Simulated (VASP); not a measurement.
# MgO in VASP: notebook

The runs below take MgO through single point, with r2SCAN.

Program: VASP 6.6.1. These are calculated values, not measurements. Logs are shortened: lines on timing, memory, paths and dates and some standing lists are left out, and cuts for length are marked.

## Step 1: The cell of the first run

The structure is hexagonal, space group P6_3mc (No. 186). Conventional cell: a = 3.342 Å, b = 3.342 Å, c = 4.812 Å, α = 90.00°, β = 90.00°, γ = 120.00°. Within 2.6 Å of Mg (site symmetry 3m) lie 4 O at 1.97 to 2.00 Å. Within 2.6 Å of O (site symmetry 3m) lie 4 Mg at 1.97 to 2.00 Å.

## Step 2: Single point, r2SCAN (epitaxial xy strain +1.7%)

The input, POSCAR:

```
MgO
1.0
    3.3424728383      0.0000000000      0.0000000000
   -1.6712364192      2.8946663894      0.0000000000
    0.0000000000      0.0000000000      4.8116146016
Mg O
2 2
Direct
    0.3333333333      0.6666666667     -0.0205165972
    0.6666666667      0.3333333333      0.4794834028
    0.3333333333      0.6666666667      0.3955165972
    0.6666666667      0.3333333333      0.8955165972
```

The input, INCAR.step1:

```
PREC = Accurate
ENCUT = 520
ISMEAR = 0
SIGMA = 0.01
LREAL = F
LASPH = T
NELM = 60
NBANDS = 16
GGA = PE
ALGO = Normal
EDIFF = 1E-4
LWAVE = T
LCHARG = F
```

The input, INCAR.step2:

```
PREC = Accurate
ENCUT = 520
EDIFF = 1E-6
ISMEAR = 0
SIGMA = 0.01
LREAL = F
LASPH = T
NELM = 60
ALGO = Normal
ISIF = 2
LWAVE = F
LCHARG = F
METAGGA = R2SCAN
LMIXTAU = T
NBANDS = 16
ISTART = 1
```

The input, KPOINTS:

```
regular mesh
0
Gamma
  12 12 6
```

Potentials or basis: VASP PAW PBE potentials, release 64 (Mg, O).

Command:

```bash
$ cat potpaw_PBE.64/Mg/POTCAR potpaw_PBE.64/O/POTCAR > POTCAR
$ cp INCAR.step1 INCAR
$ mpirun -np 1 vasp_std > vasp.out
$ cp INCAR.step2 INCAR
$ mpirun -np 1 vasp_std > vasp.out
```

OUTCAR:

```text
PREC = Accurate
   ENCUT = 520
   EDIFF = 1E-6
   ISMEAR = 0
   LREAL = F
   LASPH = T
   NELM = 60
   ISIF = 2
   METAGGA = R2SCAN
   ISTART = 1

 ion  position               nearest neighbor table
   1  0.333  0.667  0.979-   4 1.97   4 1.97   4 1.97   3 2.00   3 2.81   2 3.08   2 3.08   2 3.08
                             2 3.08   2 3.08   2 3.08
   2  0.667  0.333  0.479-   3 1.97   3 1.97   3 1.97   4 2.00   4 2.81   1 3.08   1 3.08   1 3.08
                             1 3.08   1 3.08   1 3.08
   3  0.333  0.667  0.396-   2 1.97   2 1.97   2 1.97   1 2.00   1 2.81
   4  0.667  0.333  0.896-   1 1.97   1 1.97   1 1.97   2 2.00   2 2.81

  LATTYP: Found a hexagonal cell.
 ALAT       =     3.3424728383
 C/A-ratio  =     1.4395373828

  Lattice vectors:

 A1 = (   3.3424728383,   0.0000000000,   0.0000000000)
 A2 = (  -1.6712364192,   2.8946663894,   0.0000000000)
 A3 = (   0.0000000000,   0.0000000000,   4.8116146016)

Analysis of symmetry for initial positions (statically):
=====================================================================
 Subroutine PRICEL returns:
 Original cell was already a primitive cell.

 Routine SETGRP: Setting up the symmetry group for a
 hexagonal supercell.

 Subroutine GETGRP returns: Found 12 space group operations
 (whereof  6 operations were pure point group operations)
 out of a pool of 24 trial point group operations.

The static configuration has the point symmetry C_3v.
 The point group associated with its full space group is C_6v.

Analysis of symmetry for dynamics (positions and initial velocities):
=====================================================================
 Subroutine PRICEL returns:
 Original cell was already a primitive cell.

 Routine SETGRP: Setting up the symmetry group for a
 hexagonal supercell.

 Subroutine GETGRP returns: Found 12 space group operations
 (whereof  6 operations were pure point group operations)
 out of a pool of 24 trial point group operations.

The dynamic configuration has the point symmetry C_3v.
 The point group associated with its full space group is C_6v.

 Subroutine INISYM returns: Found 12 space group operations
 (whereof  6 operations are pure point group operations),
 and found     1 'primitive' translations

----------------------------------------------------------------------------------------

                                     Primitive cell

  volume of cell :      46.5540

  direct lattice vectors                    reciprocal lattice vectors
     3.342472838  0.000000000  0.000000000     0.299179694  0.172731477  0.000000000
    -1.671236419  2.894666389  0.000000000     0.000000000  0.345462953  0.000000000
     0.000000000  0.000000000  4.811614602     0.000000000  0.000000000  0.207830444

  length of vectors
     3.342472838  3.342472838  4.811614602     0.345462953  0.345462953  0.207830444

  position of ions in fractional coordinates (direct lattice)
     0.333333333  0.666666667  0.979483403
     0.666666667  0.333333333  0.479483403
     0.333333333  0.666666667  0.395516597
     0.666666667  0.333333333  0.895516597

  ion indices of the primitive-cell ions
   primitive index   ion index
                 1           1
                 2           2
                 3           3
                 4           4

----------------------------------------------------------------------------------------

 KPOINTS: regular mesh

Automatic generation of k-mesh.
 Grid dimensions read from file:
 generate k-points for:   12   12    6

 Generating k-lattice:

  Cartesian coordinates                     Fractional coordinates (reciprocal lattice)
     0.024931641  0.014394290  0.000000000     0.083333333  0.000000000  0.000000000
     0.000000000  0.028788579  0.000000000     0.000000000  0.083333333  0.000000000
     0.000000000  0.000000000  0.034638407     0.000000000  0.000000000  0.166666667

  Length of vectors
     0.028788579  0.028788579  0.034638407

  Shift w.r.t. Gamma in fractional coordinates (k-lattice)
     0.000000000  0.000000000  0.000000000

 Subroutine IBZKPT returns following result:
 ===========================================

 Found     76 irreducible k-points:

 Following reciprocal coordinates:
            Coordinates               Weight
  0.000000  0.000000  0.000000      1.000000
  0.083333  0.000000  0.000000      6.000000
  0.166667 -0.000000  0.000000      6.000000
  0.250000  0.000000  0.000000      6.000000
  0.333333  0.000000  0.000000      6.000000
  0.416667 -0.000000  0.000000      6.000000
[... 16 lines left out ...]
  0.250000  0.000000  0.166667     12.000000
  0.333333  0.000000  0.166667     12.000000
 [... further k-points ...]
   k-points           NKPTS =     76   k-points in BZ     NKDIM =     76   number of bands    NBANDS=     16
   number of dos      NEDOS =    301   number of ions     NIONS =      4
   total plane-waves  NPLWV =  28224
   dimension x,y,z NGX =    28 NGY =   28 NGZ =   36
   dimension x,y,z NGXF=    56 NGYF=   56 NGZF=   72
   ions per type =               2   2
   NGX,Y,Z   is equivalent  to a cutoff of  13.93, 13.93, 12.44 a.u.
   NGXF,Y,Z  is equivalent  to a cutoff of  27.85, 27.85, 24.88 a.u.
 SYSTEM =  unknown system
   PREC   = accura    normal or accurate (medium, high low for compatibility)
   ISTART =      1    job   : 0-new  1-cont  2-samecut
   ICHARG =      0    charge: 1-file 2-atom 10-const
   ISPIN  =      1    spin polarized calculation?
   LNONCOLLINEAR =      F non collinear calculations
   LSORBIT =      F    spin-orbit coupling
   LASPH  =      T    aspherical Exc in radial PAW
   ENCUT  =  520.0 eV  38.22 Ry    6.18 a.u.   6.21  6.21  8.95*2*pi/ulx,y,z
   NELM   =     60;   NELMIN=  2; NELMDL=  0     # of ELM steps
   EDIFF  = 0.1E-05   stopping-criterion for ELM
   LREAL  =      F    real-space projection
   EDIFFG = 0.1E-04   stopping-criterion for IOM
   NSW    =      0    number of steps for IOM
   IBRION =     -1    ionic relax: 0-MD 1-quasi-New 2-CG
   NFREE  =      0    steps in history (QN), initial steepest desc. (CG)
   ISIF   =      2    stress and relaxation
   ISYM   =      2    0-nonsym 1-usesym 2-fastsym
   POTIM  = 0.5000    time-step for ionic-motion
   TEBEG  =    0.0;   TEEND  =   0.0 temperature during run
   PSTRESS=    0.0 pullay stress
   NELECT =      16.0000    total number of electrons
   NUPDOWN=      -1.0000    fix difference up-down
   EMIN   =  10.00;   EMAX   =-10.00  energy-range for DOS
   EFERMI =   0.00;   METHOD = LEGACY
   ISMEAR =     0;   SIGMA  =   0.01  broadening in eV -4-tet -1-fermi 0-gaus
   EFERMI_NEDOS =   21; number of points for ismear=-14 and -15
   IALGO  =     38    algorithm
   IMIX   =      4    mixing-type and parameters
     AMIX     =   0.40;   BMIX     =  1.00
     AMIX_MAG =   1.60;   BMIX_MAG =  1.00
  volume/ion in A,a.u.               =      11.64        78.54
  Fermi-wavevector in a.u.,A,eV,Ry     =   1.146733  2.167012 17.891623  1.314997
  Thomas-Fermi vector in A             =   2.283416
   LORBIT       =      0    0 simple, 1 ext, 2 COOP (PROOUT), +10 PAW based schemes
   METAGGA = R2SCAN    functional components
   LHFCALC =     F    Hartree Fock is set to
   AEXX    =    0.0000 exact exchange contribution
   IVDW    =     0    specifies the selected vdW correction
   LEPSILON=     F    determine dielectric tensor
   LRPA    =     F    only Hartree local field effects (RPA)
 non-spin polarized calculation
 Gauss-broadening in eV      SIGMA  =   0.01
  energy-cutoff  :      520.00
  volume of cell :       46.55
 maximum number of plane-waves:      1266
 NGX is ok and might be reduce to    28
   NGX = 13   NGY = 13   NGZ = 17

 number of electron      16.0000007 magnetization

 Free energy of the ion-electron system (eV)
  ---------------------------------------------------
  ext. energy  EPLUGINS =         0.00000000
  ---------------------------------------------------
  free energy    TOTEN  =       -31.84809169 eV

  energy without entropy =      -31.84809169  energy(sigma->0) =      -31.84809169

 E-fermi :   1.0362     XC(G=0): -10.2730

 val. band max:        0.9974293136   @ k =   0.0000   0.0000   0.0000
 cond. band min:       5.0252038207   @ k =   0.0000   0.0000   0.0000
 fundamental gap:      4.0277745071
 Fermi energy:         1.0362383699

 k-point     1 :       0.0000    0.0000    0.0000
  band No.  band energies     occupation
      1     -16.4345      2.00000
      2     -15.5438      2.00000
      3      -2.4413      2.00000
      4      -0.1057      2.00000
      5      -0.1057      2.00000
      6       0.3302      2.00000
[... 8 lines left out ...]
     15      18.2112      0.00000
     16      18.2112      0.00000

 k-point     2 :       0.0833    0.0000    0.0000
  band No.  band energies     occupation
      1     -16.4007      2.00000
      2     -15.5359      2.00000
      3      -2.3767      2.00000
      4      -0.2544      2.00000
      5      -0.1551      2.00000
      6       0.1257      2.00000
[... 8 lines left out ...]
     15      18.1911      0.00000
     16      18.2977      0.00000

 k-point     3 :       0.1667   -0.0000    0.0000
  band No.  band energies     occupation
      1     -16.3053      2.00000
      2     -15.5161      2.00000
      3      -2.1890      2.00000
      4      -0.7029      2.00000
      5      -0.2727      2.00000
      6      -0.2664      2.00000
[... 8 lines left out ...]
     15      17.3869      0.00000
     16      17.4618      0.00000
[... 362 lines left out ...]
 k-point    23 :       0.2500    0.0000    0.1667
  band No.  band energies     occupation
      1     -16.1210      2.00000
      2     -15.5417      2.00000
      3      -1.9556      2.00000
      4      -1.2239      2.00000
      5      -0.6592      2.00000
      6      -0.3635      2.00000
[... 8 lines left out ...]
     15      16.8356      0.00000
     16      17.0126      0.00000

 k-point    24 :       0.3333    0.0000    0.1667
  band No.  band energies     occupation
      1     -15.9712      2.00000
      2     -15.5249      2.00000
      3      -2.0396      2.00000
      4      -1.4742      2.00000
      5      -0.8473      2.00000
      6      -0.4795      2.00000
[... 8 lines left out ...]
     15      16.3863      0.00000
     16      17.2250      0.00000

 [... further k-points ...]

------------------------ aborting loop because EDIFF is reached ----------------------------------------

  FORCE on cell =-STRESS in cart. coord.  units (eV):
  Direction    XX          YY          ZZ          XY          YZ          ZX
  --------------------------------------------------------------------------------------
  -------------------------------------------------------------------------------------
  Total       -0.2417771     -0.2417771     -0.1591248      0.0000000      0.0000000      0.0000000
  in kB       -8.3208648     -8.3208648     -5.4763509      0.0000000      0.0000000      0.0000000
  external PRESSURE =      -7.3726935 kB  Pullay stress =       0.0000000 kB

 VOLUME and BASIS-vectors are now :
 -----------------------------------------------------------------------------
  energy-cutoff  :      520.00
  volume of cell :       46.55
      direct lattice vectors                 reciprocal lattice vectors
     3.342472838  0.000000000  0.000000000     0.299179694  0.172731477  0.000000000
    -1.671236419  2.894666389  0.000000000     0.000000000  0.345462953  0.000000000
     0.000000000  0.000000000  4.811614602     0.000000000  0.000000000  0.207830444

 POSITION                                       TOTAL-FORCE (eV/Angst)
 -----------------------------------------------------------------------------------
     -0.00000      1.92978      4.71290         0.000000     -0.000000      0.004024
      1.67124      0.96489      2.30709        -0.000000      0.000000      0.004024
     -0.00000      1.92978      1.90307         0.000000     -0.000000     -0.004024
      1.67124      0.96489      4.30888        -0.000000     -0.000000     -0.004024
 -----------------------------------------------------------------------------------
    total drift:                               -0.000000      0.000000      0.019667

  FREE ENERGIE OF THE ION-ELECTRON SYSTEM (eV)
  ---------------------------------------------------
  free  energy   TOTEN  =       -31.8480916917 eV

  energy  without entropy=      -31.8480916917  energy(sigma->0) =      -31.84809169
```

Run time: 3.4 min. Hardware: 1 thread of Intel Xeon Platinum 8259CL at 2.50GHz (Skylake/Cascade Lake), shared host; peak memory 0.2 GiB.

What came out:

```
Free energy            : -31.8481 eV
Pressure               : -0.7 GPa
Largest force          : 0.004 eV/Å
Band gap on the k mesh : 4.03 eV
```

Forces on the atoms (eV/Å):
```
Mg   0.000  0.000  0.004
Mg   0.000  0.000  0.004
O    0.000  0.000 -0.004
O    0.000  0.000 -0.004
```

Stress tensor (GPa, compression positive):
```
-0.83  0.00  0.00
 0.00 -0.83  0.00
 0.00  0.00 -0.55
```

Levels at points of the mesh, in eV from the valence-band top:
```csv
k point,band 6,band 7,band 8,band 9,band 10,band 11
"(0.00, 0.00, 0.00)",-0.67,-0.67,0.00,4.03,9.43,11.47
"(0.50, 0.00, 0.00)",-1.64,-0.96,-0.66,8.24,8.98,10.00
"(0.00, 0.00, 0.50)",-0.89,-0.89,-0.89,6.69,6.69,14.50
"(0.50, 0.00, 0.50)",-1.19,-0.81,-0.81,8.01,8.01,11.79
```

Caveat: the cell differs from its parent crystal (epitaxial xy strain +1.7%); the structure was generated, so it needn't be the stable form of MgO; the PAW data sets were made with another functional, which shifts forces and pressure a little.

[end of part 1 of 2]
